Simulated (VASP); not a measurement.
Crystal: TaN (WC type).

```xyz
2
Lattice="2.4837 0.0000 0.0000 -1.2418 2.1509 0.0000 0.0000 0.0000 2.5271" Properties=species:S:1:pos:R:3 pbc="T T T"
Ta    0.0000    0.0000    0.0000
N     0.0000    1.4340    1.2635
```

Base run:

```yaml
Program: VASP 6.6.1
Functional: PBE
Potentials_or_basis: VASP PAW PBE potentials, release 64 (Ta_pv, N)
Cutoff: 520 eV
k_mesh: 18 × 18 × 16
Occupations: fermi-dirac, width 0.1 eV
Spin: no spin polarisation
```

Its results: band gap on the k mesh zero (band 8 reaches 15.69 eV, above the bottom of band 9 at 13.40 eV); pressure 450.7 GPa.

Task: The run is repeated on the same cell with these changes: potentials or basis from VASP PAW PBE potentials, release 64 (Ta_pv, N) to VASP PAW PBE potentials, release 64 (Ta_sv_GW, N); cutoff from 520 eV to 600 eV; further incar settings from ALGO = Normal; EDIFF = 1e-06; NBANDS = 15 to ALGO = Normal; EDIFF = 1e-06; NBANDS = 16; valence electrons from 16 to 18. What comes out?

Result: Band gap on the k mesh zero (band 9 reaches 22.34 eV, above the bottom of band 10 at 20.01 eV); pressure 446.8 GPa.

Caveats: spin-orbit coupling is left out, which moves the levels of the heavy elements.
